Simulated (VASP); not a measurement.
A run of VASP 6.6.1 is set up as follows.

File INCAR:

```
PREC = Accurate ; ENCUT = 520
EDIFF = 1E-6 ; ISMEAR = 0
SIGMA = 0.02 ; LREAL = F
LASPH = T ; NELM = 60
ALGO = Normal ; ISIF = 2
LWAVE = F ; LCHARG = T
GGA = PE ; LELF = T
LVHAR = T ; NBANDS = 16
```

The input KPOINTS:

```
Automatic mesh
0
Gamma
  8 8 8
```

Contents of POSCAR:

```
ZnSe
1.0
    0.0000000000      2.8658805351      2.8658805351
    2.8658805351      0.0000000000      2.8658805351
    2.8658805351      2.8658805351      0.0000000000
Zn Se
1 1
Direct
    0.0000000000      0.0000000000      0.0000000000
    0.2500000000      0.2500000000      0.2500000000
```

Potentials or basis: VASP PAW PBE potentials, release 64 (Zn, Se).

Run with:

```console
$ cat potpaw_PBE.64/Zn/POTCAR potpaw_PBE.64/Se/POTCAR > POTCAR
$ mpirun -np 1 vasp_std > vasp.out
```

**Question.** Predict the pressure.

**Answer.** 0.2 GPa.

**Question.** Estimate the band gap on the k mesh.

**Answer.** 1.16 eV, direct.

PBE gaps usually lie below the measured ones, often by a third to a half.
